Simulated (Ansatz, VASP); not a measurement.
Two plane-wave programs on ZrTaSiBiO8

```
O Si Zr Ta Bi
1.0
    -5.27844    5.05525   -0.27183
    -5.22462   -0.21799    5.46541
    -0.01214    4.77131    5.23524
O Si Zr Ta Bi
16 2 2 2 2
Direct
  0.79486 0.89692 0.39711
  0.39905 0.96288 0.36988
  0.94979 0.38488 0.27795
  0.87372 0.80657 0.93136
  0.44137 0.27587 0.39964
  0.45780 0.88876 0.77018
  0.85356 0.48177 0.88371
  0.34170 0.34650 0.87673
  0.57885 0.63565 0.19141
  0.11620 0.67111 0.17097
  0.68062 0.13949 0.03460
  0.64856 0.54661 0.59314
  0.15365 0.03842 0.10738
  0.18766 0.60947 0.53246
  0.66207 0.14974 0.65235
  0.04918 0.16256 0.70294
  0.84614 0.56107 0.06306
  0.52466 0.00370 0.48595
  0.49635 0.01238 0.99206
  0.97587 0.50118 0.51805
  0.97308 0.97543 0.03119
  0.47900 0.43988 0.54452
  0.03303 0.00306 0.48230
  0.48432 0.50346 0.98353
```

Alike in both runs: functional PBE; k mesh 3 × 3 × 3; occupations gaussian, width 0.1 eV; no spin polarisation.

Ansatz relaxed the structure, and its values are those at the end. VASP's run is a single point on that final structure, the one shown.

|  | VASP | Ansatz |
| --- | --- | --- |
| version | VASP 6.6.1 | Ansatz 0.2.0 |
| potentials or method | VASP PAW PBE potentials, release 64 (O, Si, Zr_sv, Ta_pv, Bi_d), cutoff 520 eV | scalar-relativistic, plane waves, PAW |
| valence electrons in the cell | 180 | 184 |

```csv
,VASP,Ansatz,Ansatz less VASP
gap on the k mesh at the Fermi level (eV),3.03,3.05,+0.021
least direct gap on the mesh (eV),3.21,3.23,+0.021
pressure (GPa),0.4,0.0,-0.44
rms of the force components (eV/Å),0.039,0.008,-0.0313
```

VASP's potentials hold 180 valence electrons a cell and Ansatz's 184, so a difference there can come from the potentials and not from the codes.

Neither program's run includes spin-orbit coupling.
